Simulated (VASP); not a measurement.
Wanted: the native input for a VASP 6.6.1 run.

```yaml
Task: single point
Functional: PBE
Potentials_or_basis: VASP PAW PBE potentials, release 64 (Co, Si)
Cutoff: 520 eV
k_mesh: 16 × 16 × 16
Occupations: fermi-dirac, width 0.1 eV
Spin: no spin polarisation
Dipole_correction: no
Further_INCAR_settings: ALGO = Normal; EDIFF = 1e-06; NBANDS = 16
```

The structure of CoSi2 (MoSi2 type) lies in POSCAR:

```
CoSi2
1.0
   -1.4615869255      1.4615869255      3.3535973889
    1.4615869255     -1.4615869255      3.3535973889
    1.4615869255      1.4615869255     -3.3535973889
Co Si
1 2
Direct
    0.0000000000      0.0000000000      0.0000000000
    0.3351912272      0.3351912272      0.0000000000
   -0.3351912272     -0.3351912272      0.0000000000
```

These files were run (other wordings do the same):

INCAR

```
SYSTEM = CoSi2
PREC     = Accurate       ! precision mode
ENCUT    = 520            ! plane-wave cutoff, eV
EDIFF    = 1E-6           ! SCF threshold, eV
ISMEAR   = -1             ! smearing method
SIGMA    = 0.1            ! smearing width, eV
LREAL    = .False.        ! projectors in reciprocal space
LASPH    = .True.         ! aspherical terms in the spheres
NELM     = 100            ! most SCF steps
ALGO     = Normal         ! electronic algorithm
ISIF     = 2              ! what is computed and relaxed
LWAVE    = .False.        ! write WAVECAR
LCHARG   = .True.         ! write CHGCAR
GGA      = PE             ! functional
LELF     = .True.         ! ELF
LVHAR    = .True.       
NBANDS   = 16             ! bands
```

KPOINTS

```
regular mesh
0
Gamma
  16 16 16
  0 0 0
```

Potentials or basis: VASP PAW PBE potentials, release 64 (Co, Si).

Run with:

```sh
$ cat potpaw_PBE.64/Co/POTCAR potpaw_PBE.64/Si/POTCAR > POTCAR
$ mpirun -np 1 vasp_std > vasp.out
```

Results of the run:

```
Pressure      : 65.9 GPa
Largest force : 0.007 eV/Å
```

Run time: 6 min on 1 thread of AMD EPYC 7R13, with other jobs on the host, peak memory 0.27 GiB.
